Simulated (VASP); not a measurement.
Input of a VASP 6.6.1 run:

The input INCAR:

```
SYSTEM = TiN
PREC = Accurate
ENCUT = 520
EDIFF = 1E-8
ISMEAR = -1
SIGMA = 0.05
LREAL = .FALSE.
LASPH = .TRUE.
NELM = 60
ALGO = Normal
ISIF = 2
LWAVE = .FALSE.
LCHARG = .FALSE.
GGA = PS
LEFG = .TRUE.
NBANDS = 16
```

Contents of KPOINTS:

```
Automatic mesh
0
G
  17 17 17
  0 0 0
```

Contents of POSCAR:

```
TiN
1.0
    0.0000000000      2.1636184092      2.1636184092
    2.1636184092      0.0000000000      2.1636184092
    2.1636184092      2.1636184092      0.0000000000
Ti N
1 1
Direct
    0.0000000000      0.0000000000      0.0000000000
    0.5000000000      0.5000000000      0.5000000000
```

Potentials or basis: VASP PAW PBE potentials, release 64 (Ti_sv, N).

The run is started by

```bash
$ cat potpaw_PBE.64/Ti_sv/POTCAR potpaw_PBE.64/N/POTCAR > POTCAR
$ mpirun -np 1 vasp_std > vasp.out
```

Predict the pressure.

-21.2 GPa.

Caveat: without QUAD_EFG the Cq values of the log hold for a quadrupole moment of 1 mb, not for the nuclei; the PAW data sets were made with another functional, which shifts forces and pressure a little.
